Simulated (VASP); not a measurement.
Wanted: the native input for a VASP 6.6.1 run.

| Item | Value |
| --- | --- |
| Task | single point |
| Functional | r2SCAN |
| Potentials or basis | VASP PAW PBE potentials, release 64 (W_sv, Se) |
| Cutoff | 520 eV |
| k mesh | 12 × 12 × 2 |
| Occupations | gaussian, width 0.01 eV |
| Spin | no spin polarisation |
| Dipole correction | no |
| Further INCAR settings | ALGO = Normal; EDIFF = 1e-06; NBANDS = 35 |

Crystal: WSe2.

```
W Se
1.0
     3.20068    0.00000    0.00000
    -1.60034    2.77187    0.00000
     0.00000    0.00000   13.34593
W Se
2 4
Direct
  0.33333 0.66667 0.25000
  0.66667 0.33333 0.75000
  0.66667 0.33333 0.37756
  0.66667 0.33333 0.12244
  0.33333 0.66667 0.87756
  0.33333 0.66667 0.62244
```

This cell differs from its parent crystal: epitaxial xy strain -3.0%.

One way to write it, as run:

POSCAR

```
WSe2
1.0
    3.2006774228      0.0000000000      0.0000000000
   -1.6003387114      2.7718679575      0.0000000000
    0.0000000000      0.0000000000     13.3459314214
W Se
2 4
Direct
    0.3333333333      0.6666666667      0.2500000000
    0.6666666667      0.3333333333      0.7500000000
    0.6666666667      0.3333333333      0.3775573916
    0.6666666667      0.3333333333      0.1224426084
    0.3333333333      0.6666666667      0.8775573916
    0.3333333333      0.6666666667      0.6224426084
```

INCAR.step1

```
SYSTEM = WSe2
  ALGO = Normal
  EDIFF = 1E-4
  ENCUT = 520
  GGA = PE
  ISMEAR = 0
  LASPH = .True.
  LCHARG = .False.
  LREAL = .False.
  LWAVE = .True.
  NBANDS = 35
  NELM = 80
  PREC = Accurate
  SIGMA = 0.01
```

INCAR.step2

```
SYSTEM = WSe2
  ALGO = Normal
  EDIFF = 1E-6
  ENCUT = 520
  ISIF = 2
  ISMEAR = 0
  ISTART = 1
  LASPH = .True.
  LCHARG = .False.
  LMIXTAU = .True.
  LREAL = .False.
  LWAVE = .False.
  METAGGA = R2SCAN
  NBANDS = 35
  NELM = 80
  PREC = Accurate
  SIGMA = 0.01
```

KPOINTS

```
k-points
0
Gamma
  12 12 2
  0 0 0
```

Potentials or basis: VASP PAW PBE potentials, release 64 (W_sv, Se).

Launch:

```console
$ cat potpaw_PBE.64/W_sv/POTCAR potpaw_PBE.64/Se/POTCAR > POTCAR
$ cp INCAR.step1 INCAR
$ mpirun -np 1 vasp_std > vasp.out
$ cp INCAR.step2 INCAR
$ mpirun -np 1 vasp_std > vasp.out
```

It gave:

| Property | Result |
| --- | --- |
| Pressure | 7.2 GPa |
| Largest force | 0.017 eV/Å |
| Band gap on the k mesh | 1.21 eV (least direct gap 2.05 eV) |

Caveat: the cell differs from its parent crystal (epitaxial xy strain -3.0%); the cell stands under pressure; the PAW data sets were made with another functional, which shifts forces and pressure a little; spin-orbit coupling is left out, which moves the levels of the heavy elements.

Run time: 12 min on 1 thread of Intel Xeon 8259CL, with other jobs on the host, peak memory 0.32 GiB.
